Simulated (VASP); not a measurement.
A run of VASP 6.6.1 is set up as follows.

INCAR

```
PREC     = Accurate       # precision mode
ENCUT    = 520            # plane-wave cutoff, eV
EDIFF    = 1E-7           # SCF threshold, eV
ISMEAR   = 0              # smearing method
SIGMA    = 0.05           # smearing width, eV
LREAL    = F              # projectors in reciprocal space
LASPH    = T              # aspherical terms in the spheres
NELM     = 150            # most SCF steps
ALGO     = Normal         # electronic algorithm
ISIF     = 2              # what is computed and relaxed
LWAVE    = F              # write WAVECAR
LCHARG   = T              # write CHGCAR
ISPIN    = 2              # spin polarisation
MAGMOM   = 0 0 0 0 0 0 1  # initial moments
LORBIT   = 11             # projections on sites
LDIPOL   = T            
IDIPOL   = 3            
DIPOL    = 0.5 0.5 0.502
GGA      = PE             # functional
IVDW     = 12             # dispersion correction
LELF     = T              # ELF
LVHAR    = T            
LVACPOTAV= T            
NBANDS   = 28             # bands
```

Contents of KPOINTS:

```
Automatic mesh
0
Gamma
  12 12 1
```

File POSCAR:

```
C6F
1.0
    2.4650495083      0.0000000000      0.0000000000
   -1.2325247541      2.1347954958      0.0000000000
    0.0000000000      0.0000000000     25.6987123425
C F
6 1
Direct
    0.6666666667      0.3333333333      0.3307558716
    0.3333333333      0.6666666667      0.3308185209
    0.3333333333      0.6666666667      0.4632621600
    0.0000000000      0.0000000000      0.4631498198
    0.0000000000      0.0000000000      0.6769222281
    0.6666666667      0.3333333333      0.6769260620
    0.3333333333      0.6666666667      0.5706123856
```

Potentials or basis: VASP PAW PBE potentials, release 64 (C, F).

Command:

```bash
$ cat potpaw_PBE.64/C/POTCAR potpaw_PBE.64/F/POTCAR > POTCAR
$ mpirun -np 1 vasp_std > vasp.out
```

**Question.** Estimate the largest force.

**Answer.** 0.017 eV/Å.

**Question.** Predict the site moments.

**Answer.** C +0.00, +0.01, +0.02 (each value once); F +0.70 μB.

**Question.** Estimate the net moment.

**Answer.** 0.90 μB per cell.

Forces on the atoms (eV/Å):
```
C    0.000  0.000  0.015
C    0.000  0.000 -0.011
C    0.000  0.000  0.008
C    0.000  0.000 -0.017
C    0.000  0.000  0.000
C    0.000  0.000 -0.004
F    0.000  0.000  0.009
```
